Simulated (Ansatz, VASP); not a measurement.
Two plane-wave programs on Nb

INCAR

```
PREC     = Accurate       # precision mode
ENCUT    = 520            # plane-wave cutoff, eV
EDIFF    = 1E-6           # SCF threshold, eV
ISMEAR   = 0              # smearing method
SIGMA    = 0.1            # smearing width, eV
LREAL    = F              # projectors in reciprocal space
LASPH    = T              # aspherical terms in the spheres
NELM     = 100            # most SCF steps
ALGO     = Normal         # electronic algorithm
ISIF     = 2              # what is computed and relaxed
LWAVE    = F              # write WAVECAR
LCHARG   = T              # write CHGCAR
GGA      = PE             # functional
LELF     = T              # ELF
LVHAR    = T            
NBANDS   = 12             # bands
```

Contents of KPOINTS:

```
Automatic mesh
0
Gamma
  18 18 18
```

The input POSCAR:

```
Nb
1.0
   -1.6555580006      1.6555580006      1.6555580006
    1.6555580006     -1.6555580006      1.6555580006
    1.6555580006      1.6555580006     -1.6555580006
Nb
1
Direct
    0.0000000000      0.0000000000      0.0000000000
```

Input for Ansatz:

```yaml
crystal:
  lattice:
    - [-1.6555580006, 1.6555580006, 1.6555580006]
    - [1.6555580006, -1.6555580006, 1.6555580006]
    - [1.6555580006, 1.6555580006, -1.6555580006]
  atoms:
    - { symbol: Nb, position: [0.0, 0.0, 0.0] }
basis:
  ecutwfc: 420
kpoints:
  mp_grid: { grid: [18, 18, 18] }
  band_path:
    path:
      - [[0.0, 0.0, 0.0], [0.5, -0.5, 0.5], [0.0, 0.0, 0.5], [0.0, 0.0, 0.0], [0.25, 0.25, 0.25], [0.5, -0.5, 0.5]]
      - [[0.25, 0.25, 0.25], [0.0, 0.0, 0.5]]
    npoints: 14
hamiltonian:
  xc: pbe
scf:
  occupations: { method: gaussian, width: 0.1 }
  n_extra_bands: 6
output:
  forces: true
  stress: true
  eigenvalues: true
  populations: true
  dos: { projected: true, de: 0.02, nscf_kmesh: { grid: [27, 27, 27] } }
  bader: true
  write_density: true
  write_potential: true
  elf: true
  volumetric_format: npy
```

Alike in both runs: task single point; functional PBE; k mesh 18 × 18 × 18; occupations gaussian, width 0.1 eV; no spin polarisation.

|  | VASP | Ansatz |
| --- | --- | --- |
| version | VASP 6.6.1 | Ansatz 0.2.0 |
| potentials or method | VASP PAW PBE potentials, release 64 (Nb_sv), cutoff 520 eV | scalar-relativistic, plane waves, PAW |
| valence electrons in the cell | 13 | 13 |

```csv
,VASP,Ansatz,Ansatz less VASP
gap on the k mesh at the Fermi level (eV),none,none,-
pressure (GPa),-0.3,0.0,+0.32
```

A gap of «none» marks a metal or a gap that the smearing closes.
